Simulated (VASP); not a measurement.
Ru, 2 atoms in the cell. Symmetry: P6_3/mmc, No. 194, hexagonal system. The conventional cell has a = 2.690 Å, b = 2.690 Å, c = 4.252 Å, α = 90.00°, β = 90.00°, γ = 120.00°. Ru (site symmetry -6m2) has 12 Ru at 2.63 to 2.69 Å within 3.5 Å. 

```yaml
Program: VASP 6.6.1
Task: single point
Functional: PBEsol
Potentials_or_basis: VASP PAW PBE potentials, release 64 (Ru_pv)
Cutoff: 520 eV
k_mesh: 18 × 18 × 10
Occupations: gaussian, width 0.1 eV
Spin: no spin polarisation
Dipole_correction: no
Further_INCAR_settings: ALGO = Normal; EDIFF = 1e-06; NBANDS = 21
```

Potentials or basis: VASP PAW PBE potentials, release 64 (Ru_pv).

Launch:

```console
$ cat potpaw_PBE.64/Ru_pv/POTCAR > POTCAR
$ mpirun -np 1 vasp_std > vasp.out
```

Hardware: 1 thread of Intel(R) Xeon(R) Platinum 8488C (Sapphire Rapids), on a shared host.

**Question.** Estimate the wall time of this run.

**Answer.** Wall time 45 s on 1 thread of Intel(R) Xeon(R) Platinum 8488C (Sapphire Rapids) (shared host), peak memory 0.21 GiB. Counts: scf iterations 11, k points 222.
